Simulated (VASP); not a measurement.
Input of a VASP 6.6.1 run:

INCAR

```
ALGO = Normal
EDIFF = 1E-6
ENCUT = 520
ISIF = 2
ISMEAR = 0
ISPIN = 2
LASPH = T
LCHARG = F
LDAU = T
LDAUJ = 0 0
LDAUL = 2 -1
LDAUPRINT = 1
LDAUTYPE = 2
LDAUU = 6 0
LMAXMIX = 4
LORBIT = 11
LREAL = F
LWAVE = F
MAGMOM = 4 0 0
NBANDS = 24
NELM = 150
PREC = Accurate
SIGMA = 0.05
```

File KPOINTS:

```
k-points
0
Gamma
  7 7 6
```

The input POSCAR:

```
MnO2
1.0
    2.4302502300     -1.4897917300      0.0000000000
    2.4302502300      1.4897917300      0.0000000000
   -0.0023926100      0.0000000000      3.4271624400
Mn O
1 2
Direct
    0.0000000000      0.0000000000      0.0000000000
    0.6879000000      0.6879000000      0.2889000000
    0.3121000000      0.3121000000      0.7111000000
```

Potentials or basis: VASP PAW LDA potentials, release 64 (Mn_pv, O).

Command:

```sh
$ cat potpaw_LDA.64/Mn_pv/POTCAR potpaw_LDA.64/O/POTCAR > POTCAR
$ mpirun -np 1 vasp_std > vasp.out
```

Task: Estimate the largest force.

Result: 2.865 eV/Å.

Task: Estimate the net moment.

Result: 3.00 μB per cell.

Task: What does it give for the pressure?

Result: 22.1 GPa.

Task: Predict the site moments.

Result: Mn +3.52; O -0.27 μB.

Stress tensor (GPa, compression positive):
```
 28.99   0.00 -20.62
  0.00   7.37   0.00
-20.62   0.00  30.03
```

Caveat: a cell with one magnetic atom can't hold antiferromagnetic order, which such compounds often take; forces of over 1 eV/Å act on the atoms, so gaps and moduli don't describe the material at rest. The state reached can hang on the start; a lower one may exist.
